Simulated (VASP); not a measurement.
Write the native input for VASP 6.6.1 that does the following.

```yaml
Task: single point
Functional: PBE
Potentials_or_basis: VASP PAW PBE potentials, release 64 (Sc_sv, In_d, Rh_pv)
Cutoff: 500 eV
k_mesh: 4 × 4 × 4
Occupations: gaussian, width 0.1 eV
Spin: no spin polarisation
Dipole_correction: no
Further_INCAR_settings: ALGO = Normal; EDIFF = 1e-06; NBANDS = 40
```

The structure of ScIn3Rh lies in POSCAR:

```
ScIn3Rh
1.0
    4.9251028100      0.0000000000      0.0000000000
    0.0000000000      4.9251028100      0.0000000000
    0.0000000000      0.0000000000      4.9251028100
Sc In Rh
1 3 1
Direct
    0.5000000000      0.5000000000      0.5000000000
    0.5000000000      0.0000000000      0.0000000000
    0.0000000000      0.5000000000      0.0000000000
    0.0000000000      0.0000000000      0.5000000000
    0.0000000000      0.0000000000      0.0000000000
```

The cell was built from a structure type or drawn by symmetry, and may not be a known phase.

One way to write it, as run:

INCAR

```
SYSTEM = ScIn3Rh
PREC = Accurate
ENCUT = 500
EDIFF = 1E-6
ISMEAR = 0
SIGMA = 0.1
LREAL = .FALSE.
LASPH = .TRUE.
NELM = 120
ALGO = Normal
ISIF = 2
LWAVE = .FALSE.
LCHARG = .FALSE.
GGA = PE
NBANDS = 40
GGA_COMPAT = .FALSE.
```

KPOINTS

```
regular mesh
0
G
  4 4 4
  0 0 0
```

Potentials or basis: VASP PAW PBE potentials, release 64 (Sc_sv, In_d, Rh_pv).

Command:

```console
$ cat potpaw_PBE.64/Sc_sv/POTCAR potpaw_PBE.64/In_d/POTCAR potpaw_PBE.64/Rh_pv/POTCAR > POTCAR
$ mpirun -np 1 vasp_std > vasp.out
```

Results of the run:

| Property | Result |
| --- | --- |
| Pressure | 6.2 GPa |
| Band gap on the k mesh | zero (an odd number of electrons rules out a gap without spin polarisation) |

Caveat: the cell stands under pressure; spin-orbit coupling is left out, which moves the levels of the heavy elements.

Wall time 20 s on 1 thread of Intel(R) Xeon(R) 6975P-C (Granite Rapids), with other jobs on the host, peak memory 0.22 GiB.
